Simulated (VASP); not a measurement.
# SbSe2 (P4/mmm) in VASP: a series of runs, part 3 of 3

VASP 6.6.1.

**6. Single point, PBE**

This run uses another cell than the first one, of 27.34 Å³/atom, 1.038 times its volume.

Input file INCAR:

```
SYSTEM = SbSe2
PREC = Accurate
ENCUT = 520
EDIFF = 1E-7
ISMEAR = 0
SIGMA = 0.1
LREAL = .False.
LASPH = .True.
NELM = 100
ALGO = Normal
ISIF = 2
LWAVE = .False.
LCHARG = .True.
GGA = PE
LELF = .True.
LVHAR = .True.
NBANDS = 16
```

Input file KPOINTS:

```
regular mesh
0
Gamma
  12 12 8
  0 0 0
```

Input file POSCAR:

```
SbSe2
1.0
    3.8031344794      0.0000000000      0.0000000000
    0.0000000000      3.8031344794      0.0000000000
    0.0000000000      0.0000000000      5.6700414697
Sb Se
1 2
Direct
    0.0000000000      0.0000000000      0.0000000000
    0.5000000000      0.5000000000      0.2569589171
    0.5000000000      0.5000000000      0.7430410829
```

Potentials or basis: VASP PAW PBE potentials, release 64 (Sb, Se).

The run is started by

```
cat potpaw_PBE.64/Sb/POTCAR potpaw_PBE.64/Se/POTCAR > POTCAR
mpirun -np 1 vasp_std > vasp.out
```

OUTCAR:

```text
SYSTEM = SbSe2
   PREC = Accurate
   ENCUT = 520
   EDIFF = 1E-7
   ISMEAR = 0
   LREAL = .False.
   LASPH = .True.
   NELM = 100
   ISIF = 2
   GGA = PE

 ion  position               nearest neighbor table
   1  0.000  0.000  0.000-   2 3.06   3 3.06   2 3.06   3 3.06   2 3.06   3 3.06   2 3.06   3 3.06

   2  0.500  0.500  0.257-   3 2.76   1 3.06   1 3.06   1 3.06   1 3.06
   3  0.500  0.500  0.743-   2 2.76   1 3.06   1 3.06   1 3.06   1 3.06

  LATTYP: Found a simple tetragonal cell.
 ALAT       =     3.8031344794
 C/A-ratio  =     1.4908863992

  Lattice vectors:

 A1 = (   3.8031344794,   0.0000000000,   0.0000000000)
 A2 = (   0.0000000000,   3.8031344794,   0.0000000000)
 A3 = (   0.0000000000,   0.0000000000,   5.6700414697)

Analysis of symmetry for initial positions (statically):
=====================================================================
 Subroutine PRICEL returns:
 Original cell was already a primitive cell.

 Routine SETGRP: Setting up the symmetry group for a
 simple tetragonal supercell.

 Subroutine GETGRP returns: Found 16 space group operations
 (whereof 16 operations were pure point group operations)
 out of a pool of 16 trial point group operations.

The static configuration has the point symmetry D_4h.

Analysis of symmetry for dynamics (positions and initial velocities):
=====================================================================
 Subroutine PRICEL returns:
 Original cell was already a primitive cell.

 Routine SETGRP: Setting up the symmetry group for a
 simple tetragonal supercell.

 Subroutine GETGRP returns: Found 16 space group operations
 (whereof 16 operations were pure point group operations)
 out of a pool of 16 trial point group operations.

The dynamic configuration has the point symmetry D_4h.

 Subroutine INISYM returns: Found 16 space group operations
 (whereof 16 operations are pure point group operations),
 and found     1 'primitive' translations

----------------------------------------------------------------------------------------

                                     Primitive cell

  volume of cell :      82.0105

  direct lattice vectors                    reciprocal lattice vectors
     3.803134479  0.000000000  0.000000000     0.262941004  0.000000000  0.000000000
     0.000000000  3.803134479  0.000000000     0.000000000  0.262941004  0.000000000
     0.000000000  0.000000000  5.670041470     0.000000000  0.000000000  0.176365553

  length of vectors
     3.803134479  3.803134479  5.670041470     0.262941004  0.262941004  0.176365553

  position of ions in fractional coordinates (direct lattice)
     0.000000000  0.000000000  0.000000000
     0.500000000  0.500000000  0.256958917
     0.500000000  0.500000000  0.743041083

  ion indices of the primitive-cell ions
   primitive index   ion index
                 1           1
                 2           2
                 3           3

----------------------------------------------------------------------------------------

 KPOINTS: regular mesh

Automatic generation of k-mesh.
 Grid dimensions read from file:
 generate k-points for:   12   12    8

 Generating k-lattice:

  Cartesian coordinates                     Fractional coordinates (reciprocal lattice)
     0.021911750  0.000000000  0.000000000     0.083333333  0.000000000  0.000000000
     0.000000000  0.021911750  0.000000000     0.000000000  0.083333333  0.000000000
     0.000000000  0.000000000  0.022045694     0.000000000  0.000000000  0.125000000

  Length of vectors
     0.021911750  0.021911750  0.022045694

  Shift w.r.t. Gamma in fractional coordinates (k-lattice)
     0.000000000  0.000000000  0.000000000

 Subroutine IBZKPT returns following result:
 ===========================================

 Found    140 irreducible k-points:

 Following reciprocal coordinates:
            Coordinates               Weight
  0.000000  0.000000  0.000000      1.000000
  0.083333  0.000000  0.000000      4.000000
  0.166667  0.000000  0.000000      4.000000
  0.250000  0.000000  0.000000      4.000000
  0.333333  0.000000  0.000000      4.000000
  0.416667  0.000000  0.000000      4.000000
[... 16 lines left out ...]
  0.333333  0.333333  0.000000      4.000000
  0.416667  0.333333  0.000000      8.000000
 [... further k-points ...]
   k-points           NKPTS =    140   k-points in BZ     NKDIM =    140   number of bands    NBANDS=     16
   number of dos      NEDOS =    301   number of ions     NIONS =      3
   total plane-waves  NPLWV =  32928
   dimension x,y,z NGX =    28 NGY =   28 NGZ =   42
   dimension x,y,z NGXF=    56 NGYF=   56 NGZF=   84
   ions per type =               1   2
   NGX,Y,Z   is equivalent  to a cutoff of  12.24, 12.24, 12.31 a.u.
   NGXF,Y,Z  is equivalent  to a cutoff of  24.48, 24.48, 24.63 a.u.
 SYSTEM =  SbSe2
   PREC   = accura    normal or accurate (medium, high low for compatibility)
   ISTART =      0    job   : 0-new  1-cont  2-samecut
   ICHARG =      2    charge: 1-file 2-atom 10-const
   ISPIN  =      1    spin polarized calculation?
   LNONCOLLINEAR =      F non collinear calculations
   LSORBIT =      F    spin-orbit coupling
   LASPH  =      T    aspherical Exc in radial PAW
   ENCUT  =  520.0 eV  38.22 Ry    6.18 a.u.   7.07  7.07 10.54*2*pi/ulx,y,z
   NELM   =    100;   NELMIN=  2; NELMDL= -5     # of ELM steps
   EDIFF  = 0.1E-06   stopping-criterion for ELM
   LREAL  =      F    real-space projection
   EDIFFG = 0.1E-05   stopping-criterion for IOM
   NSW    =      0    number of steps for IOM
   IBRION =     -1    ionic relax: 0-MD 1-quasi-New 2-CG
   NFREE  =      0    steps in history (QN), initial steepest desc. (CG)
   ISIF   =      2    stress and relaxation
   ISYM   =      2    0-nonsym 1-usesym 2-fastsym
   POTIM  = 0.5000    time-step for ionic-motion
   TEBEG  =    0.0;   TEEND  =   0.0 temperature during run
   PSTRESS=    0.0 pullay stress
   NELECT =      17.0000    total number of electrons
   NUPDOWN=      -1.0000    fix difference up-down
   EMIN   =  10.00;   EMAX   =-10.00  energy-range for DOS
   EFERMI =   0.00;   METHOD = LEGACY
   ISMEAR =     0;   SIGMA  =   0.10  broadening in eV -4-tet -1-fermi 0-gaus
   EFERMI_NEDOS =   21; number of points for ismear=-14 and -15
   IALGO  =     38    algorithm
   IMIX   =      4    mixing-type and parameters
     AMIX     =   0.40;   BMIX     =  1.00
     AMIX_MAG =   1.60;   BMIX_MAG =  1.00
  volume/ion in A,a.u.               =      27.34       184.48
  Fermi-wavevector in a.u.,A,eV,Ry     =   0.968875  1.830909 12.772055  0.938720
  Thomas-Fermi vector in A             =   2.098881
   LORBIT       =      0    0 simple, 1 ext, 2 COOP (PROOUT), +10 PAW based schemes
   GGA     = PE    functional components
   LHFCALC =     F    Hartree Fock is set to
   AEXX    =    0.0000 exact exchange contribution
   IVDW    =     0    specifies the selected vdW correction
   LEPSILON=     F    determine dielectric tensor
   LRPA    =     F    only Hartree local field effects (RPA)
 non-spin polarized calculation
 Gauss-broadening in eV      SIGMA  =   0.10
  energy-cutoff  :      520.00
  volume of cell :       82.01
 maximum number of plane-waves:      2236
   NGX = 15   NGY = 15   NGZ = 21

 number of electron      17.0000000 magnetization

 Free energy of the ion-electron system (eV)
  ---------------------------------------------------
  ext. energy  EPLUGINS =         0.00000000
  ---------------------------------------------------
  free energy    TOTEN  =       -10.95680095 eV

  energy without entropy =      -10.95247182  energy(sigma->0) =      -10.95463639

 E-fermi :   4.8980     XC(G=0):  -9.2324

 val. band max:        4.8973817539   @ k =   0.5000   0.3333   0.2500
 cond. band min:       4.9016715954   @ k =   0.3333   0.0833   0.2500
 fundamental gap:      0.0042898415
 Fermi energy:         4.8979519059

 k-point     1 :       0.0000    0.0000    0.0000
  band No.  band energies     occupation
      1     -10.0480      2.00000
      2      -7.3069      2.00000
      3      -4.2376      2.00000
      4       0.5562      2.00000
      5       1.5054      2.00000
      6       1.5054      2.00000
[... 433 lines left out ...]
      3      -4.5118      2.00000
      4      -0.9198      2.00000
      5      -0.3781      2.00000
      6       0.4589      2.00000
[... 8 lines left out ...]
     15      13.6832      0.00000
     16      14.8321      0.00000

 [... further k-points ...]

------------------------ aborting loop because EDIFF is reached ----------------------------------------

  FORCE on cell =-STRESS in cart. coord.  units (eV):
  Direction    XX          YY          ZZ          XY          YZ          ZX
  --------------------------------------------------------------------------------------
  -------------------------------------------------------------------------------------
  Total       -0.0463352     -0.0463352     -0.0174092      0.0000000      0.0000000      0.0000000
  in kB       -0.9052149     -0.9052149     -0.3401112      0.0000000      0.0000000      0.0000000
  external PRESSURE =      -0.7168470 kB  Pullay stress =       0.0000000 kB

 VOLUME and BASIS-vectors are now :
 -----------------------------------------------------------------------------
  energy-cutoff  :      520.00
  volume of cell :       82.01
      direct lattice vectors                 reciprocal lattice vectors
     3.803134479  0.000000000  0.000000000     0.262941004  0.000000000  0.000000000
     0.000000000  3.803134479  0.000000000     0.000000000  0.262941004  0.000000000
     0.000000000  0.000000000  5.670041470     0.000000000  0.000000000  0.176365553

 POSITION                                       TOTAL-FORCE (eV/Angst)
 -----------------------------------------------------------------------------------
      0.00000      0.00000      0.00000         0.000000      0.000000      0.000000
      1.90157      1.90157      1.45697        -0.000000      0.000000     -0.012844
      1.90157      1.90157      4.21307         0.000000     -0.000000      0.012844
 -----------------------------------------------------------------------------------
    total drift:                                0.000000      0.000000     -0.000000

  FREE ENERGIE OF THE ION-ELECTRON SYSTEM (eV)
  ---------------------------------------------------
  free  energy   TOTEN  =       -10.9568009488 eV

  energy  without entropy=      -10.9524718240  energy(sigma->0) =      -10.95463639
```

It took 1.9 min on 1 thread of Intel Xeon Platinum 8375C at 2.90GHz (Ice Lake), shared host; peak memory 0.3 GiB.

Results:

```
Free energy   : -10.9568 eV
Pressure      : -0.1 GPa
Largest force : 0.013 eV/Å
```

Forces on the atoms (eV/Å):
```
Sb   0.000  0.000  0.000
Se   0.000  0.000 -0.013
Se   0.000  0.000  0.013
```

Levels at points of the mesh, in eV from the Fermi level:
| k point | band 7 | band 8 | band 9 | band 10 | band 11 | band 12 |
| --- | --- | --- | --- | --- | --- | --- |
| (0.00, 0.00, 0.00) | -0.55 | -0.55 | -0.39 | 2.73 | 2.80 | 2.80 |
| (0.50, 0.00, 0.00) | -2.04 | -0.24 | 0.09 | 0.51 | 2.68 | 3.29 |
| (0.50, 0.50, 0.00) | -2.41 | -2.41 | -0.85 | 1.02 | 1.02 | 2.91 |
| (0.00, 0.00, 0.50) | -1.55 | -1.50 | -1.50 | -0.19 | 3.64 | 3.69 |
| (0.50, 0.00, 0.50) | -1.41 | -1.15 | -0.75 | 0.55 | 0.91 | 2.42 |
| (0.50, 0.50, 0.50) | -3.50 | -1.89 | -1.62 | -1.25 | 2.88 | 2.88 |

Caveat: spin-orbit coupling is left out, which moves the levels of the heavy elements.

**7. Summary**

```tsv
task	cell	k mesh	cutoff (eV)	gap on the mesh (eV)	pressure (GPa)	largest force (eV/Å)
single point	a = 3.365, b = 3.365, c = 6.975 Å, 3 atoms	6 × 6 × 4	520	none	-1.8	0.60
single point	a = 3.860, b = 3.860, c = 5.488 Å, 3 atoms	6 × 6 × 4	520	none	0.1	0.01
relaxation of cell and atoms	relaxed from a = 3.365, b = 3.365, c = 6.975 Å, 3 atoms	6 × 6 × 4	600	none	0.0	0.01
single point	a = 3.803, b = 3.803, c = 5.670 Å, 3 atoms	12 × 12 × 8	520	none	-0.1	0.01
```

Alike in all rows: level PBE; potentials or basis VASP PAW PBE potentials, release 64 (Sb, Se); no spin polarisation; smearing gaussian 0.1 eV.

Caveats: spin-orbit coupling is left out, which moves the levels of the heavy elements.

Absolute energies hang on the potentials; compare differences alone.
